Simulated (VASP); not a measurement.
# HfSi2O6 (P-3m1) in VASP: single point with PBE

Aim: the single point of HfSi2O6 with PBE.

Program: VASP 6.6.1. These are calculated values, not measurements. Logs are shortened: lines on timing, memory, paths and dates and some standing lists are left out, and cuts for length are marked.

## (1) The cell of the first run

The structure is trigonal, space group P-3m1 (No. 164). The conventional cell has a = 3.565 Å, b = 3.565 Å, c = 7.471 Å, α = 90.00°, β = 90.00°, γ = 120.00°. Within 2.8 Å of Hf (site symmetry -3m) lie 8 O at 2.12 to 2.21 Å. Within 2.3 Å of Si (site symmetry 3m) lie 8 O at 1.72 to 2.12 Å. Within 2.8 Å of O (site symmetry 3m) lie 3 Si at 2.12 Å and 1 Hf at 2.12 Å and 6 O at 2.29 to 2.45 Å. Within 2.5 Å of O (site symmetry 3m) lie 1 Si at 1.82 Å and 3 Hf at 2.21 Å and 3 O at 2.45 Å. Within 2.4 Å of O (site symmetry 3m) lie 4 Si at 1.72 to 2.12 Å and 6 O at 2.29 to 2.39 Å.

## (2) Single point, PBE

INCAR reads:

```
SYSTEM = HfSi2O6
PREC = Accurate
ENCUT = 520
EDIFF = 1E-6
ISMEAR = 0
SIGMA = 0.02
LREAL = .FALSE.
LASPH = .TRUE.
NELM = 80
ALGO = Normal
ISIF = 2
LWAVE = .FALSE.
LCHARG = .TRUE.
GGA = PE
LELF = .TRUE.
LVHAR = .TRUE.
NBANDS = 37
```

KPOINTS reads:

```
regular mesh
0
G
  12 12 4
  0 0 0
```

POSCAR reads:

```
HfSi2O6
1.0
    3.5651371217      0.0000000000      0.0000000000
   -1.7825685609      3.0874993154      0.0000000000
    0.0000000000      0.0000000000      7.4710025319
Hf Si O
1 2 6
Direct
    0.0000000000      0.0000000000      0.5000000000
    0.3333333333      0.6666666667      0.1490446628
    0.6666666667      0.3333333333      0.8509553372
    0.0000000000      0.0000000000      0.2161291985
    0.6666666667      0.3333333333      0.6069412845
    0.3333333333      0.6666666667      0.9188698787
    0.3333333333      0.6666666667      0.3930587155
    0.0000000000      0.0000000000      0.7838708015
    0.6666666667      0.3333333333      0.0811301213
```

Potentials or basis: VASP PAW PBE potentials, release 64 (Hf_pv, Si, O).

On the command line:

```sh
$ cat potpaw_PBE.64/Hf_pv/POTCAR potpaw_PBE.64/Si/POTCAR potpaw_PBE.64/O/POTCAR > POTCAR
$ mpirun -np 1 vasp_std > vasp.out
```

OUTCAR:

```text
SYSTEM = HfSi2O6
   PREC = Accurate
   ENCUT = 520
   EDIFF = 1E-6
   ISMEAR = 0
   LREAL = .FALSE.
   LASPH = .TRUE.
   NELM = 80
   ISIF = 2
   GGA = PE

 ion  position               nearest neighbor table
   1  0.000  0.000  0.500-   4 2.12   8 2.12   7 2.21   5 2.21   5 2.21   7 2.21   5 2.21   7 2.21
                             2 3.33   3 3.33   2 3.33   3 3.33   3 3.33   2 3.33
   2  0.333  0.667  0.149-   6 1.72   7 1.82   4 2.12   4 2.12   4 2.12   9 2.12   9 2.12   9 2.12
                             3 3.03   3 3.03   3 3.03   1 3.33   1 3.33   1 3.33
   3  0.667  0.333  0.851-   9 1.72   5 1.82   8 2.12   8 2.12   8 2.12   6 2.12   6 2.12   6 2.12
                             2 3.03   2 3.03   2 3.03   1 3.33   1 3.33   1 3.33
   4  0.000  0.000  0.216-   2 2.12   2 2.12   2 2.12   1 2.12
   5  0.667  0.333  0.607-   3 1.82   1 2.21   1 2.21   1 2.21
   6  0.333  0.667  0.919-   2 1.72   3 2.12   3 2.12   3 2.12
   7  0.333  0.667  0.393-   2 1.82   1 2.21   1 2.21   1 2.21
   8  0.000  0.000  0.784-   3 2.12   3 2.12   3 2.12   1 2.12
   9  0.667  0.333  0.081-   3 1.72   2 2.12   2 2.12   2 2.12

  LATTYP: Found a hexagonal cell.
 ALAT       =     3.5651371217
 C/A-ratio  =     2.0955722815

  Lattice vectors:

 A1 = (   3.5651371217,   0.0000000000,   0.0000000000)
 A2 = (  -1.7825685609,   3.0874993154,   0.0000000000)
 A3 = (   0.0000000000,   0.0000000000,   7.4710025319)

Analysis of symmetry for initial positions (statically):
=====================================================================
 Subroutine PRICEL returns:
 Original cell was already a primitive cell.

 Routine SETGRP: Setting up the symmetry group for a
 hexagonal supercell.

 Subroutine GETGRP returns: Found 12 space group operations
 (whereof 12 operations were pure point group operations)
 out of a pool of 24 trial point group operations.

The static configuration has the point symmetry D_3d.

Analysis of symmetry for dynamics (positions and initial velocities):
=====================================================================
 Subroutine PRICEL returns:
 Original cell was already a primitive cell.

 Routine SETGRP: Setting up the symmetry group for a
 hexagonal supercell.

 Subroutine GETGRP returns: Found 12 space group operations
 (whereof 12 operations were pure point group operations)
 out of a pool of 24 trial point group operations.

The dynamic configuration has the point symmetry D_3d.

 Subroutine INISYM returns: Found 12 space group operations
 (whereof 12 operations are pure point group operations),
 and found     1 'primitive' translations

----------------------------------------------------------------------------------------

                                     Primitive cell

  volume of cell :      82.2360

  direct lattice vectors                    reciprocal lattice vectors
     3.565137122  0.000000000  0.000000000     0.280494120  0.161943356  0.000000000
    -1.782568561  3.087499315  0.000000000     0.000000000  0.323886711  0.000000000
     0.000000000  0.000000000  7.471002532     0.000000000  0.000000000  0.133850845

  length of vectors
     3.565137122  3.565137122  7.471002532     0.323886711  0.323886711  0.133850845

  position of ions in fractional coordinates (direct lattice)
     0.000000000  0.000000000  0.500000000
     0.333333333  0.666666667  0.149044663
     0.666666667  0.333333333  0.850955337
     0.000000000  0.000000000  0.216129198
     0.666666667  0.333333333  0.606941285
     0.333333333  0.666666667  0.918869879
     0.333333333  0.666666667  0.393058715
     0.000000000  0.000000000  0.783870802
     0.666666667  0.333333333  0.081130121

  ion indices of the primitive-cell ions
   primitive index   ion index
                 1           1
                 2           2
                 3           3
                 4           4
                 5           5
                 6           6
                 7           7
                 8           8
                 9           9

----------------------------------------------------------------------------------------

 KPOINTS: regular mesh

Automatic generation of k-mesh.
 Grid dimensions read from file:
 generate k-points for:   12   12    4

 Generating k-lattice:

  Cartesian coordinates                     Fractional coordinates (reciprocal lattice)
     0.023374510  0.013495280  0.000000000     0.083333333  0.000000000  0.000000000
     0.000000000  0.026990559  0.000000000     0.000000000  0.083333333  0.000000000
     0.000000000  0.000000000  0.033462711     0.000000000  0.000000000  0.250000000

  Length of vectors
     0.026990559  0.026990559  0.033462711

  Shift w.r.t. Gamma in fractional coordinates (k-lattice)
     0.000000000  0.000000000  0.000000000

 Subroutine IBZKPT returns following result:
 ===========================================

 Found     69 irreducible k-points:

 Following reciprocal coordinates:
            Coordinates               Weight
  0.000000  0.000000  0.000000      1.000000
  0.083333  0.000000  0.000000      6.000000
  0.166667  0.000000  0.000000      6.000000
  0.250000  0.000000  0.000000      6.000000
  0.333333 -0.000000  0.000000      6.000000
  0.416667 -0.000000  0.000000      6.000000
[... 16 lines left out ...]
  0.166667  0.000000  0.250000      6.000000
  0.000000  0.166667  0.250000      6.000000
 [... further k-points ...]
   k-points           NKPTS =     69   k-points in BZ     NKDIM =     69   number of bands    NBANDS=     37
   number of dos      NEDOS =    301   number of ions     NIONS =      9
   total plane-waves  NPLWV =  43904
   dimension x,y,z NGX =    28 NGY =   28 NGZ =   56
   dimension x,y,z NGXF=    56 NGYF=   56 NGZF=  112
   ions per type =               1   2   6
   NGX,Y,Z   is equivalent  to a cutoff of  13.06, 13.06, 12.46 a.u.
   NGXF,Y,Z  is equivalent  to a cutoff of  26.11, 26.11, 24.92 a.u.
 SYSTEM =  HfSi2O6
   PREC   = accura    normal or accurate (medium, high low for compatibility)
   ISTART =      0    job   : 0-new  1-cont  2-samecut
   ICHARG =      2    charge: 1-file 2-atom 10-const
   ISPIN  =      1    spin polarized calculation?
   LNONCOLLINEAR =      F non collinear calculations
   LSORBIT =      F    spin-orbit coupling
   LASPH  =      T    aspherical Exc in radial PAW
   ENCUT  =  520.0 eV  38.22 Ry    6.18 a.u.   6.63  6.63 13.89*2*pi/ulx,y,z
   NELM   =     80;   NELMIN=  2; NELMDL= -5     # of ELM steps
   EDIFF  = 0.1E-05   stopping-criterion for ELM
   LREAL  =      F    real-space projection
   EDIFFG = 0.1E-04   stopping-criterion for IOM
   NSW    =      0    number of steps for IOM
   IBRION =     -1    ionic relax: 0-MD 1-quasi-New 2-CG
   NFREE  =      0    steps in history (QN), initial steepest desc. (CG)
   ISIF   =      2    stress and relaxation
   ISYM   =      2    0-nonsym 1-usesym 2-fastsym
   POTIM  = 0.5000    time-step for ionic-motion
   TEBEG  =    0.0;   TEEND  =   0.0 temperature during run
   PSTRESS=    0.0 pullay stress
   NELECT =      54.0000    total number of electrons
   NUPDOWN=      -1.0000    fix difference up-down
   EMIN   =  10.00;   EMAX   =-10.00  energy-range for DOS
   EFERMI =   0.00;   METHOD = LEGACY
   ISMEAR =     0;   SIGMA  =   0.02  broadening in eV -4-tet -1-fermi 0-gaus
   EFERMI_NEDOS =   21; number of points for ismear=-14 and -15
   IALGO  =     38    algorithm
   IMIX   =      4    mixing-type and parameters
     AMIX     =   0.40;   BMIX     =  1.00
     AMIX_MAG =   1.60;   BMIX_MAG =  1.00
  volume/ion in A,a.u.               =       9.14        61.66
  Fermi-wavevector in a.u.,A,eV,Ry     =   1.422936  2.688959 27.548360  2.024747
  Thomas-Fermi vector in A             =   2.543587
   LORBIT       =      0    0 simple, 1 ext, 2 COOP (PROOUT), +10 PAW based schemes
   GGA     = PE    functional components
   LHFCALC =     F    Hartree Fock is set to
   AEXX    =    0.0000 exact exchange contribution
   IVDW    =     0    specifies the selected vdW correction
   LEPSILON=     F    determine dielectric tensor
   LRPA    =     F    only Hartree local field effects (RPA)
 non-spin polarized calculation
 Gauss-broadening in eV      SIGMA  =   0.02
  energy-cutoff  :      520.00
  volume of cell :       82.24
 maximum number of plane-waves:      2254
 NGX is ok and might be reduce to    28
   NGX = 13   NGY = 13   NGZ = 27

 number of electron      53.9999986 magnetization

 Free energy of the ion-electron system (eV)
  ---------------------------------------------------
  ext. energy  EPLUGINS =         0.00000000
  ---------------------------------------------------
  free energy    TOTEN  =       -69.83031575 eV

  energy without entropy =      -69.83031575  energy(sigma->0) =      -69.83031575

 E-fermi :   7.1730     XC(G=0): -11.9950

 val. band max:        7.0845715523   @ k =   0.5000   0.0000   0.0000
 cond. band min:       8.9634216369   @ k =   0.5000   0.0000   0.0000
 fundamental gap:      1.8788500845
 Fermi energy:         7.1729764887

 k-point     1 :       0.0000    0.0000    0.0000
  band No.  band energies     occupation
      1     -24.0072      2.00000
      2     -24.0005      2.00000
      3     -24.0005      2.00000
      4     -14.2169      2.00000
      5     -12.9425      2.00000
      6     -12.4147      2.00000
[... 29 lines left out ...]
     36      14.0840      0.00000
     37      15.3177      0.00000

 k-point     2 :       0.0833    0.0000    0.0000
  band No.  band energies     occupation
      1     -24.0264      2.00000
      2     -24.0049      2.00000
      3     -24.0024      2.00000
      4     -14.1446      2.00000
      5     -12.8836      2.00000
      6     -12.4015      2.00000
[... 29 lines left out ...]
     36      14.1934      0.00000
     37      15.7699      0.00000

 k-point     3 :       0.1667    0.0000    0.0000
  band No.  band energies     occupation
      1     -24.0960      2.00000
      2     -24.0167      2.00000
      3     -23.9891      2.00000
      4     -13.9347      2.00000
      5     -12.7225      2.00000
      6     -12.3691      2.00000
[... 29 lines left out ...]
     36      14.4830      0.00000
     37      15.9976      0.00000

 k-point     4 :       0.2500    0.0000    0.0000
  band No.  band energies     occupation
      1     -24.1886      2.00000
      2     -24.0329      2.00000
      3     -23.9708      2.00000
      4     -13.6062      2.00000
      5     -12.5156      2.00000
      6     -12.3205      2.00000
[... 29 lines left out ...]
     36      14.8974      0.00000
     37      15.5853      0.00000
[... 683 lines left out ...]
      1     -24.0264      2.00000
      2     -24.0049      2.00000
      3     -24.0025      2.00000
      4     -14.0450      2.00000
      5     -13.2155      2.00000
      6     -12.0809      2.00000
[... 29 lines left out ...]
     36      14.9125      0.00000
     37      15.8933      0.00000

 k-point    23 :       0.1667    0.0000    0.2500
  band No.  band energies     occupation
      1     -24.0960      2.00000
      2     -24.0167      2.00000
      3     -23.9892      2.00000
      4     -13.8463      2.00000
      5     -13.0302      2.00000
      6     -12.0940      2.00000
[... 29 lines left out ...]
     36      14.6035      0.00000
     37      15.2684      0.00000

 k-point    24 :       0.0000    0.1667    0.2500
  band No.  band energies     occupation
      1     -24.0961      2.00000
      2     -24.0167      2.00000
      3     -23.9892      2.00000
      4     -13.8404      2.00000
      5     -13.0489      2.00000
      6     -12.0743      2.00000
[... 29 lines left out ...]
     36      15.1708      0.00000
     37      16.0856      0.00000

 [... further k-points ...]

------------------------ aborting loop because EDIFF is reached ----------------------------------------

  FORCE on cell =-STRESS in cart. coord.  units (eV):
  Direction    XX          YY          ZZ          XY          YZ          ZX
  --------------------------------------------------------------------------------------
  -------------------------------------------------------------------------------------
  Total       -0.7149114     -0.7149114     -0.5194476      0.0000000      0.0000000      0.0000000
  in kB      -13.9283862    -13.9283862    -10.1202288      0.0000000      0.0000000      0.0000000
  external PRESSURE =     -12.6590004 kB  Pullay stress =       0.0000000 kB

 VOLUME and BASIS-vectors are now :
 -----------------------------------------------------------------------------
  energy-cutoff  :      520.00
  volume of cell :       82.24
      direct lattice vectors                 reciprocal lattice vectors
     3.565137122  0.000000000  0.000000000     0.280494120  0.161943356  0.000000000
    -1.782568561  3.087499315  0.000000000     0.000000000  0.323886711  0.000000000
     0.000000000  0.000000000  7.471002532     0.000000000  0.000000000  0.133850845

 POSITION                                       TOTAL-FORCE (eV/Angst)
 -----------------------------------------------------------------------------------
      0.00000      0.00000      3.73550         0.000000      0.000000      0.000000
     -0.00000      2.05833      1.11351         0.000000     -0.000000      0.066076
      1.78257      1.02917      6.35749         0.000000      0.000000     -0.066076
      0.00000      0.00000      1.61470        -0.000000     -0.000000      0.129300
      1.78257      1.02917      4.53446        -0.000000      0.000000     -0.140663
     -0.00000      2.05833      6.86488        -0.000000      0.000000     -0.061011
     -0.00000      2.05833      2.93654        -0.000000     -0.000000      0.140663
      0.00000      0.00000      5.85630         0.000000      0.000000     -0.129300
      1.78257      1.02917      0.60612        -0.000000     -0.000000      0.061011
 -----------------------------------------------------------------------------------
    total drift:                               -0.000000      0.000000      0.000000

  FREE ENERGIE OF THE ION-ELECTRON SYSTEM (eV)
  ---------------------------------------------------
  free  energy   TOTEN  =       -69.8303157529 eV

  energy  without entropy=      -69.8303157529  energy(sigma->0) =      -69.83031575
```

Wall time 5.7 min (1 thread of Intel Xeon 8259CL, shared host); peak memory 0.32 GiB.

What came out:

```
Free energy            : -69.8303 eV
Pressure               : -1.3 GPa
Largest force          : 0.141 eV/Å
Band gap on the k mesh : 1.88 eV
```

Forces on the atoms (eV/Å):
```
Hf   0.000  0.000  0.000
Si   0.000  0.000  0.066
Si   0.000  0.000 -0.066
O    0.000  0.000  0.129
O    0.000  0.000 -0.141
O    0.000  0.000 -0.061
O    0.000  0.000  0.141
O    0.000  0.000 -0.129
O    0.000  0.000  0.061
```

Levels at points of the mesh, in eV from the valence-band top:
| k point | band 23 | band 24 | band 25 | band 26 | band 27 | band 28 | band 29 | band 30 | band 31 | band 32 |
| --- | --- | --- | --- | --- | --- | --- | --- | --- | --- | --- |
| (0.00, 0.00, 0.00) | -3.30 | -3.30 | -1.47 | -1.16 | -1.16 | 2.32 | 3.21 | 3.21 | 5.06 | 6.10 |
| (0.50, 0.00, 0.00) | -1.76 | -1.57 | -1.51 | -0.33 | 0.00 | 1.88 | 3.86 | 5.24 | 5.31 | 5.80 |
| (0.00, 0.00, 0.50) | -2.62 | -2.31 | -2.31 | -1.60 | -1.60 | 3.09 | 3.09 | 3.32 | 4.11 | 5.93 |
| (0.50, 0.00, 0.50) | -1.44 | -1.38 | -0.71 | -0.33 | -0.32 | 2.28 | 3.89 | 4.27 | 5.72 | 5.96 |

Caveat: spin-orbit coupling is left out, which moves the levels of the heavy elements.
